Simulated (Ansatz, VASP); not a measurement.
# One calculation of MoS2, two programs

INCAR

```
PREC = Accurate
ENCUT = 520
EDIFF = 1E-6
ISMEAR = 0
SIGMA = 0.05
LREAL = False
LASPH = True
NELM = 80
ALGO = Normal
ISIF = 2
LWAVE = False
LCHARG = True
GGA = PS
LELF = True
LVHAR = True
NBANDS = 35
```

The input KPOINTS:

```
Automatic mesh
0
Gamma
  12 12 2
```

File POSCAR:

```
MoS2
1.0
    3.1414322073      0.0000000000      0.0000000000
   -1.5707161036      2.7205600958      0.0000000000
    0.0000000000      0.0000000000     12.5788196111
Mo S
2 4
Direct
    0.3094588726      0.6427922059      0.2500000000
    0.6666666667      0.3333333333      0.7500000000
    0.3333333333      0.6666666667      0.6260538431
    0.6666666667      0.3333333333      0.1260538431
    0.3333333333      0.6666666667      0.8739461569
    0.6666666667      0.3333333333      0.3739461569
```

Input for Ansatz:

```yaml
crystal:
  lattice:
    - [3.1414322073, 0.0, 0.0]
    - [-1.5707161036, 2.7205600958, 0.0]
    - [0.0, 0.0, 12.5788196111]
  atoms:
    - { symbol: Mo, position: [0.3094588726, 0.6427922059, 0.25] }
    - { symbol: Mo, position: [0.6666666667, 0.3333333333, 0.75] }
    - { symbol: S, position: [0.3333333333, 0.6666666667, 0.6260538431] }
    - { symbol: S, position: [0.6666666667, 0.3333333333, 0.1260538431] }
    - { symbol: S, position: [0.3333333333, 0.6666666667, 0.8739461569] }
    - { symbol: S, position: [0.6666666667, 0.3333333333, 0.3739461569] }
basis:
  ecutwfc: 420
kpoints:
  mp_grid: { grid: [12, 12, 2] }
hamiltonian:
  xc: pbesol
scf:
  occupations: { method: gaussian, width: 0.05 }
output:
  forces: true
  stress: true
  eigenvalues: true
```

Alike in both runs: task single point; functional PBEsol; k mesh 12 × 12 × 2; occupations gaussian, width 0.05 eV; no spin polarisation.

|  | VASP | Ansatz |
| --- | --- | --- |
| version | VASP 6.6.1 | Ansatz 0.2.0 |
| potentials or method | VASP PAW PBE potentials, release 64 (Mo_sv, S), cutoff 520 eV | scalar-relativistic, plane waves, PAW |
| valence electrons in the cell | 52 | 52 |

Ansatz gave:

| Item | Value |
| --- | --- |
| gap on the k mesh at the Fermi level (eV) | 0.95 |
| least direct gap on the mesh (eV) | 1.73 |
| pressure (GPa) | 0.2 |
| traceless stress, the component that is largest in VASP (GPa) | -0.74 |
| rms of the force components (eV/Å) | 0.451 |

Problem. Which values does VASP return?

Solution. gap on the k mesh at the Fermi level (eV): 0.96; least direct gap on the mesh (eV): 1.74; pressure (GPa): 0.1; traceless stress, the component that is largest in VASP (GPa): -0.72; rms of the force components (eV/Å): 0.451.

VASP's potentials were made for PBE, not for PBEsol. Atom by atom the forces differ by 0.001 eV/Å (rms over components). With one functional, cell and mesh, what is left measures potentials, basis and numerics.
